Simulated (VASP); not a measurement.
A run of VASP 6.6.1 is set up as follows.

The input INCAR:

```
PREC     = Accurate       # precision mode
ENCUT    = 520            # plane-wave cutoff, eV
EDIFF    = 1E-6           # SCF threshold, eV
ISMEAR   = 0              # smearing method
SIGMA    = 0.02           # smearing width, eV
LREAL    = F              # projectors in reciprocal space
LASPH    = T              # aspherical terms in the spheres
NELM     = 60             # most SCF steps
ALGO     = Normal         # electronic algorithm
ISIF     = 2              # what is computed and relaxed
LWAVE    = F              # write WAVECAR
LCHARG   = F              # write CHGCAR
GGA      = PE             # functional
NBANDS   = 26             # bands
```

The input KPOINTS:

```
regular mesh
0
Gamma
  12 12 4
```

File POSCAR:

```
ZnS
1.0
    3.8440669355      0.0000000000      0.0000000000
   -1.9220334677      3.3290596200      0.0000000000
    0.0000000000      0.0000000000      6.3676894919
Zn S
2 2
Direct
    0.3333333333      0.6666666667      0.0010286189
    0.6666666667      0.3333333333      0.5010286189
    0.3333333333      0.6666666667      0.3739713811
    0.6666666667      0.3333333333      0.8739713811
```

Potentials or basis: VASP PAW PBE potentials, release 64 (Zn, S).

Command:

```sh
$ cat potpaw_PBE.64/Zn/POTCAR potpaw_PBE.64/S/POTCAR > POTCAR
$ mpirun -np 1 vasp_std > vasp.out
```

(1) What does it give for the band gap on the k mesh?

(2) Predict the pressure.

## Answers

(1) 2.01 eV.

(2) -0.5 GPa.
